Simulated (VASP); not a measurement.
BeS:

```xyz
2
Lattice="0.0581 2.3033 2.3033 2.3033 0.0581 2.3033 2.3033 2.3033 0.0581" Properties=species:S:1:pos:R:3 pbc="T T T"
Be    0.0000    0.0000    0.0000
S     2.3324    2.3324    2.3324
```

This cell differs from its parent crystal: epitaxial 111 strain -3.1%.

Base run:

| Quantity | Value |
| --- | --- |
| Program | VASP 6.6.1 |
| Functional | HSE06 |
| Potentials or basis | VASP PAW PBE potentials, release 64 (Be, S) |
| Cutoff | 520 eV |
| k mesh | 6 × 6 × 6 |
| Occupations | gaussian, width 0.01 eV |
| Spin | no spin polarisation |

Its results: band gap on the k mesh 1.60 eV (least direct gap 4.98 eV); pressure 5.0 GPa.

Task: The run is repeated on the same cell with these changes: functional from HSE06 to r2SCAN; k mesh from 6 × 6 × 6 to 10 × 10 × 10. What comes out?

Result: Band gap on the k mesh 1.19 eV (least direct gap 4.52 eV); pressure 7.0 GPa.

Several settings changed at once.

Caveats: the cell stands under pressure; the PAW data sets were made with another functional, which shifts forces and pressure a little.

A k mesh can miss the band edges.
